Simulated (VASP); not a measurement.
Write the native input for VASP 6.6.1 that does the following.

| Item | Value |
| --- | --- |
| Task | single point |
| Functional | PBE |
| Potentials or basis | VASP PAW PBE potentials, release 64 (Zr_sv) |
| Cutoff | 520 eV |
| k mesh | 11 × 11 × 11 |
| Occupations | fermi-dirac, width 0.08 eV |
| Spin | no spin polarisation |
| Dipole correction | no |
| Further INCAR settings | ALGO = Normal; EDIFF = 1e-06; NBANDS = 19 |

The structure of Zr lies in POSCAR:

```
Zr
1.0
    0.0000000000      3.1412364839      3.1412364839
    3.1412364839      0.0000000000      3.1412364839
    3.1412364839      3.1412364839      0.0000000000
Zr
2
Direct
   -0.1250000000     -0.1250000000     -0.1250000000
    0.1250000000      0.1250000000      0.1250000000
```

These files were run (other wordings do the same):

INCAR

```
SYSTEM = Zr
ALGO     = Normal         ! electronic algorithm
EDIFF    = 1E-6           ! SCF threshold, eV
ENCUT    = 520            ! plane-wave cutoff, eV
GGA      = PE             ! functional
ISIF     = 2              ! what is computed and relaxed
ISMEAR   = -1             ! smearing method
LASPH    = .True.         ! aspherical terms in the spheres
LCHARG   = .False.        ! write CHGCAR
LREAL    = .False.        ! projectors in reciprocal space
LWAVE    = .False.        ! write WAVECAR
NBANDS   = 19             ! bands
NELM     = 100            ! most SCF steps
PREC     = Accurate       ! precision mode
SIGMA    = 0.08           ! smearing width, eV
```

KPOINTS

```
k-points
0
Gamma
  11 11 11
  0 0 0
```

Potentials or basis: VASP PAW PBE potentials, release 64 (Zr_sv).

Run with:

```bash
$ cat potpaw_PBE.64/Zr_sv/POTCAR > POTCAR
$ mpirun -np 1 vasp_std > vasp.out
```

Results of the run:

```
Pressure               : 0.1 GPa
Band gap on the k mesh : zero (band 12 reaches 5.63 eV, above the bottom of band 13 at 5.46 eV)
```

It took 32 s on 1 thread of Intel(R) Xeon(R) 6975P-C (Granite Rapids), on a shared host, peak memory 0.22 GiB.
